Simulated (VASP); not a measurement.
# GaN (Pm-3m) in VASP: notebook, part 3 of 3

VASP 6.6.1. The steps go on from the part before.

### Step 4. Single point, PBE

This run uses another cell than the first one, of 10.32 Å³/atom, 0.973 times its volume.

The input, INCAR:

```
SYSTEM = GaN
ALGO     = Normal         ! electronic algorithm
EDIFF    = 1E-6           ! SCF threshold, eV
ENCUT    = 600            ! plane-wave cutoff, eV
GGA      = PE             ! functional
GGA_COMPAT= .False.      
ISIF     = 2              ! what is computed and relaxed
ISMEAR   = 0              ! smearing method
LASPH    = .True.         ! aspherical terms in the spheres
LCHARG   = .False.        ! write CHGCAR
LREAL    = .False.        ! projectors in reciprocal space
LWAVE    = .False.        ! write WAVECAR
NBANDS   = 16             ! bands
NELM     = 120            ! most SCF steps
PREC     = Accurate       ! precision mode
SIGMA    = 0.05           ! smearing width, eV
```

The input, KPOINTS:

```
k-points
0
Gamma
  6 6 6
  0 0 0
```

The input, POSCAR:

```
GaN
1.0
    2.7433004568      0.0000000000      0.0000000000
    0.0000000000      2.7433004568      0.0000000000
    0.0000000000      0.0000000000      2.7433004568
Ga N
1 1
Direct
    0.0000000000      0.0000000000      0.0000000000
    0.5000000000      0.5000000000      0.5000000000
```

Potentials or basis: VASP PAW PBE potentials, release 64 (Ga_d, N).

The run is started by

```bash
cat potpaw_PBE.64/Ga_d/POTCAR potpaw_PBE.64/N/POTCAR > POTCAR
mpirun -np 1 vasp_std > vasp.out
```

OUTCAR:

```text
SYSTEM = GaN
   EDIFF = 1E-6
   ENCUT = 600
   GGA = PE
   ISIF = 2
   ISMEAR = 0
   LASPH = .True.
   LREAL = .False.
   NELM = 120
   PREC = Accurate

 ion  position               nearest neighbor table
   1  0.000  0.000  0.000-
   2  0.500  0.500  0.500-

  LATTYP: Found a simple cubic cell.
 ALAT       =     2.7433004568

  Lattice vectors:

 A1 = (   2.7433004568,   0.0000000000,   0.0000000000)
 A2 = (   0.0000000000,   2.7433004568,   0.0000000000)
 A3 = (   0.0000000000,   0.0000000000,   2.7433004568)

Analysis of symmetry for initial positions (statically):
=====================================================================
 Subroutine PRICEL returns:
 Original cell was already a primitive cell.

 Routine SETGRP: Setting up the symmetry group for a
 simple cubic supercell.

 Subroutine GETGRP returns: Found 48 space group operations
 (whereof 48 operations were pure point group operations)
 out of a pool of 48 trial point group operations.

The static configuration has the point symmetry O_h .

Analysis of symmetry for dynamics (positions and initial velocities):
=====================================================================
 Subroutine PRICEL returns:
 Original cell was already a primitive cell.

 Routine SETGRP: Setting up the symmetry group for a
 simple cubic supercell.

 Subroutine GETGRP returns: Found 48 space group operations
 (whereof 48 operations were pure point group operations)
 out of a pool of 48 trial point group operations.

The dynamic configuration has the point symmetry O_h .

 Subroutine INISYM returns: Found 48 space group operations
 (whereof 48 operations are pure point group operations),
 and found     1 'primitive' translations

----------------------------------------------------------------------------------------

                                     Primitive cell

  volume of cell :      20.6452

  direct lattice vectors                    reciprocal lattice vectors
     2.743300457  0.000000000  0.000000000     0.364524417  0.000000000  0.000000000
     0.000000000  2.743300457  0.000000000     0.000000000  0.364524417  0.000000000
     0.000000000  0.000000000  2.743300457     0.000000000  0.000000000  0.364524417

  length of vectors
     2.743300457  2.743300457  2.743300457     0.364524417  0.364524417  0.364524417

  position of ions in fractional coordinates (direct lattice)
     0.000000000  0.000000000  0.000000000
     0.500000000  0.500000000  0.500000000

  ion indices of the primitive-cell ions
   primitive index   ion index
                 1           1
                 2           2

----------------------------------------------------------------------------------------

 KPOINTS: k-points

Automatic generation of k-mesh.
 Grid dimensions read from file:
 generate k-points for:    6    6    6

 Generating k-lattice:

  Cartesian coordinates                     Fractional coordinates (reciprocal lattice)
     0.060754070  0.000000000  0.000000000     0.166666667  0.000000000  0.000000000
     0.000000000  0.060754070  0.000000000     0.000000000  0.166666667  0.000000000
     0.000000000  0.000000000  0.060754070     0.000000000  0.000000000  0.166666667

  Length of vectors
     0.060754070  0.060754070  0.060754070

  Shift w.r.t. Gamma in fractional coordinates (k-lattice)
     0.000000000  0.000000000  0.000000000

 Subroutine IBZKPT returns following result:
 ===========================================

 Found     20 irreducible k-points:

 Following reciprocal coordinates:
            Coordinates               Weight
  0.000000  0.000000  0.000000      1.000000
  0.166667  0.000000  0.000000      6.000000
  0.333333  0.000000  0.000000      6.000000
  0.500000  0.000000  0.000000      3.000000
  0.166667  0.166667  0.000000     12.000000
  0.333333  0.166667  0.000000     24.000000
[... 12 lines left out ...]
  0.500000  0.500000  0.333333      6.000000
  0.500000  0.500000  0.500000      1.000000
   k-points           NKPTS =     20   k-points in BZ     NKDIM =     20   number of bands    NBANDS=     16
   number of dos      NEDOS =    301   number of ions     NIONS =      2
   total plane-waves  NPLWV =  13824
   dimension x,y,z NGX =    24 NGY =   24 NGZ =   24
   dimension x,y,z NGXF=    48 NGYF=   48 NGZF=   48
   ions per type =               1   1
   NGX,Y,Z   is equivalent  to a cutoff of  14.54, 14.54, 14.54 a.u.
   NGXF,Y,Z  is equivalent  to a cutoff of  29.09, 29.09, 29.09 a.u.
 SYSTEM =  GaN
   PREC   = accura    normal or accurate (medium, high low for compatibility)
   ISTART =      0    job   : 0-new  1-cont  2-samecut
   ICHARG =      2    charge: 1-file 2-atom 10-const
   ISPIN  =      1    spin polarized calculation?
   LNONCOLLINEAR =      F non collinear calculations
   LSORBIT =      F    spin-orbit coupling
   LASPH  =      T    aspherical Exc in radial PAW
   ENCUT  =  600.0 eV  44.10 Ry    6.64 a.u.   5.48  5.48  5.48*2*pi/ulx,y,z
   NELM   =    120;   NELMIN=  2; NELMDL= -5     # of ELM steps
   EDIFF  = 0.1E-05   stopping-criterion for ELM
   LREAL  =      F    real-space projection
   EDIFFG = 0.1E-04   stopping-criterion for IOM
   NSW    =      0    number of steps for IOM
   IBRION =     -1    ionic relax: 0-MD 1-quasi-New 2-CG
   NFREE  =      0    steps in history (QN), initial steepest desc. (CG)
   ISIF   =      2    stress and relaxation
   ISYM   =      2    0-nonsym 1-usesym 2-fastsym
   POTIM  = 0.5000    time-step for ionic-motion
   TEBEG  =    0.0;   TEEND  =   0.0 temperature during run
   PSTRESS=    0.0 pullay stress
   NELECT =      18.0000    total number of electrons
   NUPDOWN=      -1.0000    fix difference up-down
   EMIN   =  10.00;   EMAX   =-10.00  energy-range for DOS
   EFERMI =   0.00;   METHOD = LEGACY
   ISMEAR =     0;   SIGMA  =   0.05  broadening in eV -4-tet -1-fermi 0-gaus
   EFERMI_NEDOS =   21; number of points for ismear=-14 and -15
   IALGO  =     38    algorithm
   IMIX   =      4    mixing-type and parameters
     AMIX     =   0.40;   BMIX     =  1.00
     AMIX_MAG =   1.60;   BMIX_MAG =  1.00
  volume/ion in A,a.u.               =      10.32        69.66
  Fermi-wavevector in a.u.,A,eV,Ry     =   1.563960  2.955456 33.279451  2.445971
  Thomas-Fermi vector in A             =   2.666654
   LORBIT       =      0    0 simple, 1 ext, 2 COOP (PROOUT), +10 PAW based schemes
   GGA     = PE    functional components
   LHFCALC =     F    Hartree Fock is set to
   AEXX    =    0.0000 exact exchange contribution
   IVDW    =     0    specifies the selected vdW correction
   LEPSILON=     F    determine dielectric tensor
   LRPA    =     F    only Hartree local field effects (RPA)
 non-spin polarized calculation
 Gauss-broadening in eV      SIGMA  =   0.05
  energy-cutoff  :      600.00
  volume of cell :       20.65
 maximum number of plane-waves:       739
 NGX is ok and might be reduce to    24
   NGX = 11   NGY = 11   NGZ = 11

 number of electron      18.0000006 magnetization

 Free energy of the ion-electron system (eV)
  ---------------------------------------------------
  ext. energy  EPLUGINS =         0.00000000
  ---------------------------------------------------
  free energy    TOTEN  =        -8.90852178 eV

  energy without entropy =       -8.90383294  energy(sigma->0) =       -8.90617736

 E-fermi :   7.6989     XC(G=0): -12.7349

 val. band max:        7.6492784110   @ k =   0.5000   0.0000   0.0000
 cond. band min:       7.7105172239   @ k =   0.5000   0.3333   0.1667
 fundamental gap:      0.0612388129
 Fermi energy:         7.6989416319

 k-point     1 :       0.0000    0.0000    0.0000
  band No.  band energies     occupation
      1      -9.4030      2.00000
      2      -7.6663      2.00000
      3      -7.6663      2.00000
      4      -7.1681      2.00000
      5      -7.1681      2.00000
      6      -7.1681      2.00000
[... 8 lines left out ...]
     15      21.1264      0.00000
     16      34.7863      0.00000
[... 343 lines left out ...]
 k-point    20 :       0.5000    0.5000    0.5000
  band No.  band energies     occupation
      1      -7.6060      2.00000
      2      -7.6060      2.00000
      3      -7.6060      2.00000
      4      -7.0328      2.00000
      5      -7.0328      2.00000
      6      -4.2011      2.00000
[... 8 lines left out ...]
     15      26.8764      0.00000
     16      26.8764      0.00000

------------------------ aborting loop because EDIFF is reached ----------------------------------------

  FORCE on cell =-STRESS in cart. coord.  units (eV):
  Direction    XX          YY          ZZ          XY          YZ          ZX
  --------------------------------------------------------------------------------------
  -------------------------------------------------------------------------------------
  Total        0.0269230      0.0269230      0.0269230     -0.0000000     -0.0000000      0.0000000
  in kB        2.0893611      2.0893611      2.0893611     -0.0000000     -0.0000000      0.0000000
  external PRESSURE =       2.0893611 kB  Pullay stress =       0.0000000 kB

 VOLUME and BASIS-vectors are now :
 -----------------------------------------------------------------------------
  energy-cutoff  :      600.00
  volume of cell :       20.65
      direct lattice vectors                 reciprocal lattice vectors
     2.743300457  0.000000000  0.000000000     0.364524417  0.000000000  0.000000000
     0.000000000  2.743300457  0.000000000     0.000000000  0.364524417  0.000000000
     0.000000000  0.000000000  2.743300457     0.000000000  0.000000000  0.364524417

 POSITION                                       TOTAL-FORCE (eV/Angst)
 -----------------------------------------------------------------------------------
      0.00000      0.00000      0.00000         0.000000      0.000000      0.000000
      1.37165      1.37165      1.37165         0.000000      0.000000      0.000000
 -----------------------------------------------------------------------------------
    total drift:                                0.000000      0.000000     -0.000000

  FREE ENERGIE OF THE ION-ELECTRON SYSTEM (eV)
  ---------------------------------------------------
  free  energy   TOTEN  =        -8.9085217769 eV

  energy  without entropy=       -8.9038329404  energy(sigma->0) =       -8.90617736
```

Wall time 19 s (1 thread of Intel Xeon 8259CL, shared host); peak memory 0.14 GiB.

Results:

```yaml
Free_energy: -8.9085 eV
Pressure: 0.2 GPa
Band_gap_on_the_k_mesh: zero (band 9 reaches 7.75 eV, above the bottom of band 10 at 6.30 eV)
```

Caveat: the k points lie up to 0.38 Å⁻¹ apart.

### Step 5. The runs side by side

| cell | cutoff (eV) | gap on the mesh (eV) | pressure (GPa) |
| --- | --- | --- | --- |
| a = 2.769 Å, 2 atoms | 520 | none | -3.5 |
| a = 2.570 Å, 2 atoms | 600 | none | 45.8 |
| a = 2.743 Å, 2 atoms | 600 | none | 0.2 |

Alike in all rows: task single point; level PBE; potentials or basis VASP PAW PBE potentials, release 64 (Ga_d, N); no spin polarisation; k mesh 6 × 6 × 6; smearing gaussian 0.05 eV.

Caveats: all runs use coarse meshes.

Absolute energies hang on the potentials; compare differences alone.
